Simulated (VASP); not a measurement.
Write the native input for VASP 6.6.1 that does the following.

```yaml
Task: single point
Functional: PBE
Potentials_or_basis: VASP PAW PBE potentials, release 64 (Mg, B)
Cutoff: 520 eV
k_mesh: 10 × 10 × 8
Occupations: fermi-dirac, width 0.05 eV
Spin: no spin polarisation
Dipole_correction: no
Further_INCAR_settings: ALGO = Normal; EDIFF = 1e-06; NBANDS = 11
```

The structure of MgB2 lies in POSCAR:

```
MgB2
1.0
    3.0798828021      0.0000000000      0.0000000000
   -1.5399414011      2.6672567473      0.0000000000
    0.0000000000      0.0000000000      3.5120605204
Mg B
1 2
Direct
    0.0000000000      0.0000000000      0.0000000000
    0.6666666667      0.3333333333      0.5000000000
    0.3333333333      0.6666666667      0.5000000000
```

One way to write it, as run:

INCAR

```
SYSTEM = MgB2
PREC     = Accurate       ! precision mode
ENCUT    = 520            ! plane-wave cutoff, eV
EDIFF    = 1E-6           ! SCF threshold, eV
ISMEAR   = -1             ! smearing method
SIGMA    = 0.05           ! smearing width, eV
LREAL    = .FALSE.        ! projectors in reciprocal space
LASPH    = .TRUE.         ! aspherical terms in the spheres
NELM     = 100            ! most SCF steps
ALGO     = Normal         ! electronic algorithm
ISIF     = 2              ! what is computed and relaxed
LWAVE    = .FALSE.        ! write WAVECAR
LCHARG   = .TRUE.         ! write CHGCAR
GGA      = PE             ! functional
LELF     = .TRUE.         ! ELF
LVHAR    = .TRUE.       
NBANDS   = 11             ! bands
```

KPOINTS

```
Automatic mesh
0
G
  10 10 8
  0 0 0
```

Potentials or basis: VASP PAW PBE potentials, release 64 (Mg, B).

Command:

```bash
$ cat potpaw_PBE.64/Mg/POTCAR potpaw_PBE.64/B/POTCAR > POTCAR
$ mpirun -np 1 vasp_std > vasp.out
```

It gave:

```json
{"Pressure": "-0.3 GPa", "Band gap on the k mesh": "zero (band 4 reaches 6.44 eV, above the bottom of band 5 at 3.97 eV)"}
```

Wall time 13 s on 1 thread of Intel(R) Xeon(R) Platinum 8375C CPU @ 2.90GHz (Ice Lake), on a shared host, peak memory 0.15 GiB.
